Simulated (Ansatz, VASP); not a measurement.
**Two plane-wave programs on Ta5Ru**

```xyz
12
Lattice="3.2397 0.0000 0.0000 0.0000 6.4793 0.0000 0.0000 0.0000 9.9719" Properties=species:S:1:pos:R:3 pbc="T T T"
Ta    0.0000    3.2397    1.6940
Ta    0.0000    0.0000    1.6940
Ta    1.6198    1.6198    3.4035
Ta    1.6198    4.8595    3.4035
Ta    1.6198    1.6198    6.5684
Ta    1.6198    4.8595    6.5684
Ta    0.0000    0.0000    8.2780
Ta    0.0000    3.2397    8.2780
Ta    1.6198    1.6198    0.0000
Ta    1.6198    4.8595    0.0000
Ru    0.0000    0.0000    4.9860
Ru    0.0000    3.2397    4.9860
```

Alike in both runs: task single point; functional PBE; k mesh 6 × 4 × 2; occupations gaussian, width 0.2 eV; no spin polarisation.

|  | VASP | Ansatz |
| --- | --- | --- |
| version | VASP 6.6.1 | Ansatz 0.2.0 |
| potentials or method | VASP PAW PBE potentials, release 64 (Ta_pv, Ru_pv), cutoff 520 eV | scalar-relativistic, plane waves, PAW |
| valence electrons in the cell | 138 | 162 |

VASP gave:

```
gap on the k mesh at the Fermi level (eV)                     : none
pressure (GPa)                                                : 0.3
traceless stress, the component that is largest in VASP (GPa) : 0.19
rms of the force components (eV/Å)                            : 0.011
```

What did Ansatz give for the same quantities?

gap on the k mesh at the Fermi level (eV): none; pressure (GPa): 0.2; traceless stress, the component that is largest in VASP (GPa): 0.19; rms of the force components (eV/Å): 0.010.

Atom by atom the forces differ by 0.001 eV/Å (rms over components). A gap of «none» marks a metal or a gap that the smearing closes. VASP's potentials hold 138 valence electrons a cell and Ansatz's 162, so a difference there can come from the potentials and not from the codes.

Neither program's run includes spin-orbit coupling.
